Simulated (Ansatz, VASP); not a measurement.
B in VASP and in Ansatz

```
B
1.0
    -1.14695    1.14695    1.14695
     1.14695   -1.14695    1.14695
     1.14695    1.14695   -1.14695
B
1
Cartesian
  0.0000 0.0000 0.0000
```

Alike in both runs: functional r2SCAN; k mesh 10 × 10 × 10; occupations gaussian, width 0.1 eV; no spin polarisation.

Ansatz relaxed the structure, and its values are those at the end. VASP's run is a single point on that final structure, the one shown.

```csv
,VASP,Ansatz
version,VASP 6.6.1,Ansatz 0.2.0
potentials or method,"VASP PAW PBE potentials, release 64 (B), cutoff 520 eV","scalar-relativistic, plane waves, PAW"
valence electrons in the cell,3,3
```

Ansatz gave:

```
gap on the k mesh at the Fermi level (eV) : none
pressure (GPa)                            : 0.1
```

Problem. Estimate VASP's values.

Solution. gap on the k mesh at the Fermi level (eV): none; pressure (GPa): -0.1.

VASP's potentials were made for PBE, not for r2SCAN. A gap of «none» marks a metal or a gap that the smearing closes. With one functional, cell and mesh, what is left measures potentials, basis and numerics.

The k mesh is coarse, so the values compare programs but aren't converged.
